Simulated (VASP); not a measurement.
Hg: electric field gradients with PBE

Hg:

```
Hg
1.0
     4.54000    0.00000    0.00000
    -2.27000    3.93176    0.00000
     0.00000    0.00000    3.87000
Hg
3
Direct
  0.33333 0.66667 0.50000
  0.00000 0.00000 0.00000
  0.66667 0.33333 0.50000
```

```
Program                : VASP 6.6.1
Task                   : electric field gradients
Functional             : PBE
Potentials or basis    : VASP PAW PBE potentials, release 64 (Hg)
Cutoff                 : 520 eV
k mesh                 : 10 × 10 × 11
Occupations            : fermi-dirac, width 0.08 eV
Spin                   : no spin polarisation
Dipole correction      : no
Further INCAR settings : ALGO = Normal; EDIFF = 1e-08; NBANDS = 25
```

```
Pressure                                : 14.1 GPa
Band gap on the k mesh                  : zero (bands 18 and 19 overlap by 5.45 eV)
Largest electric field gradient by atom : Hg +340.6, +9.3 (each value once) V/Å²
```

Stress tensor (GPa, compression positive):
```
18.80  0.00  0.00
 0.00 18.80  0.00
 0.00  0.00  4.60
```

Levels at points of the mesh, in eV from the Fermi level:
```
           k point  band 14  band 15  band 16  band 17  band 18  band 19  band 20  band 21  band 22  band 23
(0.00, 0.00, 0.00)    -6.73    -6.02    -6.02     0.37     1.93     2.63     3.56     3.56     3.83     3.83
(0.50, 0.00, 0.00)    -6.35    -5.96    -5.81    -5.05    -0.69     0.28     6.06     6.12     7.02     7.75
```

Electric field gradients, principal values (V/Å²):
```tsv
atom	least	middle	greatest (by size)
1 Hg	-170.319	-170.321	340.639
2 Hg	-4.666	-4.667	9.333
3 Hg	-170.319	-170.321	340.639
```

Wall time 95 s on 1 thread of Intel(R) Xeon(R) Platinum 8488C (Sapphire Rapids) (shared host), peak memory 0.26 GiB.

Caveat: the cell stands under pressure; without QUAD_EFG the Cq values of the log hold for a quadrupole moment of 1 mb, not for the nuclei; spin-orbit coupling is left out, which moves the levels of the heavy elements.
